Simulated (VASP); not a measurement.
# MoS2 (P6_3/mmc) in VASP: single point with LDA

Aim: the single point of MoS2 with LDA.

Program: VASP 6.6.1. These are calculated values, not measurements. Logs are shortened: lines on timing, memory, paths and dates and some standing lists are left out, and cuts for length are marked.

**The experiment to reproduce.**

From “Multiwavelength excitation Raman Scattering Analysis of bulk and 2 dimensional MoS2: Vibrational properties of atomically thin MoS2 layers”, 2015, arxiv:1506.03228, for a bulk crystal of MoS2 at 300 K: band gap 1.3 eV (indirect).

How close the calculation comes is told below.

### Step 1. The cell of the first run

The structure is hexagonal, space group P6_3/mmc (No. 194). Conventional cell: a = 3.122 Å, b = 3.122 Å, c = 12.077 Å, α = 90.00°, β = 90.00°, γ = 120.00°. Mo (site symmetry -6m2) has 6 S at 2.38 Å and 6 Mo at 3.12 Å within 3.2 Å. S (site symmetry 3m) has 3 Mo at 2.38 Å and 7 S at 3.11 to 3.12 Å within 3.2 Å.

### Step 2. Single point, LDA

Input file INCAR:

```
SYSTEM = MoS2
  PREC = Accurate
  ENCUT = 520
  EDIFF = 1E-6
  ISMEAR = 0
  SIGMA = 0.02
  LREAL = .False.
  LASPH = .True.
  NELM = 80
  ALGO = Normal
  ISIF = 2
  LWAVE = .False.
  LCHARG = .False.
  NBANDS = 35
```

Input file KPOINTS:

```
regular mesh
0
Gamma
  12 12 4
  0 0 0
```

Input file POSCAR:

```
MoS2
1.0
    3.1221430554      0.0000000000      0.0000000000
   -1.5610715277      2.7038552002      0.0000000000
    0.0000000000      0.0000000000     12.0765548427
Mo S
2 4
Direct
    0.3333333333      0.6666666667      0.2500000000
    0.6666666667      0.3333333333      0.7500000000
    0.3333333333      0.6666666667      0.6212975759
    0.6666666667      0.3333333333      0.1212975759
    0.3333333333      0.6666666667      0.8787024241
    0.6666666667      0.3333333333      0.3787024241
```

Potentials or basis: VASP PAW LDA potentials, release 64 (Mo_sv, S).

Command:

```sh
$ cat potpaw_LDA.64/Mo_sv/POTCAR potpaw_LDA.64/S/POTCAR > POTCAR
$ mpirun -np 1 vasp_std > vasp.out
```

OUTCAR:

```text
SYSTEM = MoS2
   PREC = Accurate
   ENCUT = 520
   EDIFF = 1E-6
   ISMEAR = 0
   LREAL = .False.
   LASPH = .True.
   NELM = 80
   ISIF = 2

 ion  position               nearest neighbor table
   1  0.333  0.667  0.250-   4 2.38   6 2.38   4 2.38   6 2.38   4 2.38   6 2.38
   2  0.667  0.333  0.750-   3 2.38   5 2.38   3 2.38   5 2.38   3 2.38   5 2.38
   3  0.333  0.667  0.621-   2 2.38   2 2.38   2 2.38
   4  0.667  0.333  0.121-   1 2.38   1 2.38   1 2.38
   5  0.333  0.667  0.879-   2 2.38   2 2.38   2 2.38
   6  0.667  0.333  0.379-   1 2.38   1 2.38   1 2.38

  LATTYP: Found a hexagonal cell.
 ALAT       =     3.1221430554
 C/A-ratio  =     3.8680337923

  Lattice vectors:

 A1 = (   3.1221430554,   0.0000000000,   0.0000000000)
 A2 = (  -1.5610715277,   2.7038552002,   0.0000000000)
 A3 = (   0.0000000000,   0.0000000000,  12.0765548427)

Analysis of symmetry for initial positions (statically):
=====================================================================
 Subroutine PRICEL returns:
 Original cell was already a primitive cell.

 Routine SETGRP: Setting up the symmetry group for a
 hexagonal supercell.

 Subroutine GETGRP returns: Found 24 space group operations
 (whereof 12 operations were pure point group operations)
 out of a pool of 24 trial point group operations.

The static configuration has the point symmetry D_3d.
 The point group associated with its full space group is D_6h.

Analysis of symmetry for dynamics (positions and initial velocities):
=====================================================================
 Subroutine PRICEL returns:
 Original cell was already a primitive cell.

 Routine SETGRP: Setting up the symmetry group for a
 hexagonal supercell.

 Subroutine GETGRP returns: Found 24 space group operations
 (whereof 12 operations were pure point group operations)
 out of a pool of 24 trial point group operations.

The dynamic configuration has the point symmetry D_3d.
 The point group associated with its full space group is D_6h.

 Subroutine INISYM returns: Found 24 space group operations
 (whereof 12 operations are pure point group operations),
 and found     1 'primitive' translations

----------------------------------------------------------------------------------------

                                     Primitive cell

  volume of cell :     101.9481

[... 97 lines left out ...]
   LREAL  =      F    real-space projection
   EDIFFG = 0.1E-04   stopping-criterion for IOM
   NSW    =      0    number of steps for IOM
   IBRION =     -1    ionic relax: 0-MD 1-quasi-New 2-CG
   NFREE  =      0    steps in history (QN), initial steepest desc. (CG)
   ISIF   =      2    stress and relaxation
   ISYM   =      2    0-nonsym 1-usesym 2-fastsym
   POTIM  = 0.5000    time-step for ionic-motion
   TEBEG  =    0.0;   TEEND  =   0.0 temperature during run
   PSTRESS=    0.0 pullay stress
   NELECT =      52.0000    total number of electrons
   NUPDOWN=      -1.0000    fix difference up-down
   EMIN   =  10.00;   EMAX   =-10.00  energy-range for DOS
   EFERMI =   0.00;   METHOD = LEGACY
   ISMEAR =     0;   SIGMA  =   0.02  broadening in eV -4-tet -1-fermi 0-gaus
   EFERMI_NEDOS =   21; number of points for ismear=-14 and -15
   IALGO  =     38    algorithm
   IMIX   =      4    mixing-type and parameters
     AMIX     =   0.40;   BMIX     =  1.00
     AMIX_MAG =   1.60;   BMIX_MAG =  1.00
  volume/ion in A,a.u.               =      16.99       114.66
  Fermi-wavevector in a.u.,A,eV,Ry     =   1.308025  2.471810 23.278623  1.710930
  Thomas-Fermi vector in A             =   2.438720
   LORBIT       =      0    0 simple, 1 ext, 2 COOP (PROOUT), +10 PAW based schemes
   GGA     = CA    functional components
   LHFCALC =     F    Hartree Fock is set to
   AEXX    =    0.0000 exact exchange contribution
   IVDW    =     0    specifies the selected vdW correction
   LEPSILON=     F    determine dielectric tensor
   LRPA    =     F    only Hartree local field effects (RPA)
 non-spin polarized calculation
 Gauss-broadening in eV      SIGMA  =   0.02
  energy-cutoff  :      520.00
  volume of cell :      101.95
 maximum number of plane-waves:      2775
 NGX is ok and might be reduce to    24
   NGX = 11   NGY = 11   NGZ = 45

 number of electron      52.0000005 magnetization

 Free energy of the ion-electron system (eV)
  ---------------------------------------------------
  ext. energy  EPLUGINS =         0.00000000
  ---------------------------------------------------
  free energy    TOTEN  =       -48.95828795 eV

  energy without entropy =      -48.95828795  energy(sigma->0) =      -48.95828795

 E-fermi :   8.2615     XC(G=0): -11.3802

 val. band max:        8.0628420277   @ k =   0.0000   0.0000   0.0000
 cond. band min:       8.8019771064   @ k =   0.1667   0.1667   0.0000
 fundamental gap:      0.7391350787
 Fermi energy:         8.2614881824

 k-point     1 :       0.0000    0.0000    0.0000
  band No.  band energies     occupation
      1     -53.1143      2.00000
      2     -53.1143      2.00000
      3     -27.5079      2.00000
      4     -27.5078      2.00000
      5     -27.2164      2.00000
      6     -27.2164      2.00000
[... 901 lines left out ...]
     34      11.7583      0.00000
     35      14.5601      0.00000

 [... further k-points ...]

------------------------ aborting loop because EDIFF is reached ----------------------------------------

  FORCE on cell =-STRESS in cart. coord.  units (eV):
  Direction    XX          YY          ZZ          XY          YZ          ZX
  --------------------------------------------------------------------------------------
  -------------------------------------------------------------------------------------
  Total        0.0786757      0.0786757      0.0342314      0.0000000     -0.0000000      0.0000000
  in kB        1.2364373      1.2364373      0.5379667      0.0000000     -0.0000000      0.0000000
  external PRESSURE =       1.0036138 kB  Pullay stress =       0.0000000 kB

 VOLUME and BASIS-vectors are now :
 -----------------------------------------------------------------------------
  energy-cutoff  :      520.00
  volume of cell :      101.95
      direct lattice vectors                 reciprocal lattice vectors
     3.122143055  0.000000000  0.000000000     0.320292819  0.184921145  0.000000000
    -1.561071528  2.703855200  0.000000000     0.000000000  0.369842290  0.000000000
     0.000000000  0.000000000 12.076554843     0.000000000  0.000000000  0.082805073

 POSITION                                       TOTAL-FORCE (eV/Angst)
 -----------------------------------------------------------------------------------
     -0.00000      1.80257      3.01914        -0.000000      0.000000      0.000000
      1.56107      0.90129      9.05742         0.000000     -0.000000      0.000000
     -0.00000      1.80257      7.50313         0.000000     -0.000000     -0.014261
      1.56107      0.90129      1.46486         0.000000      0.000000     -0.014261
     -0.00000      1.80257     10.61170        -0.000000     -0.000000      0.014261
      1.56107      0.90129      4.57342         0.000000      0.000000      0.014261
 -----------------------------------------------------------------------------------
    total drift:                               -0.000000      0.000000     -0.000000

  FREE ENERGIE OF THE ION-ELECTRON SYSTEM (eV)
  ---------------------------------------------------
  free  energy   TOTEN  =       -48.9582879538 eV

  energy  without entropy=      -48.9582879538  energy(sigma->0) =      -48.95828795
```

Run time: 5.1 min. Hardware: 1 thread of Intel Xeon 8259CL, shared host; peak memory 0.29 GiB.

Results:

```
Free energy            : -48.9583 eV
Pressure               : 0.1 GPa
Largest force          : 0.014 eV/Å
Band gap on the k mesh : 0.74 eV (least direct gap 1.77 eV)
```

Forces in eV/Å, atoms in the order of the input:
```
Mo   0.000  0.000  0.000
Mo   0.000  0.000  0.000
S    0.000  0.000 -0.014
S    0.000  0.000 -0.014
S    0.000  0.000  0.014
S    0.000  0.000  0.014
```

Caveat: semilocal functionals underestimate gaps, and a narrow one can read as zero.

### Step 3. Comparison with measurements

Step 2. A measured gap of MoS2 is 1.3 eV (indirect; 300 K; “Multiwavelength excitation Raman Scattering Analysis of bulk and 2 dimensional MoS2: Vibrational properties of atomically thin MoS2 layers”, 2015, arxiv:1506.03228); the calculated 0.74 eV misses it by -0.56 eV. Spin-orbit coupling on Mo is left out. The value is that of LDA on a finite k mesh, which can miss the band edges, without temperature or zero-point motion. Semilocal functionals fall short of measured gaps as a rule.
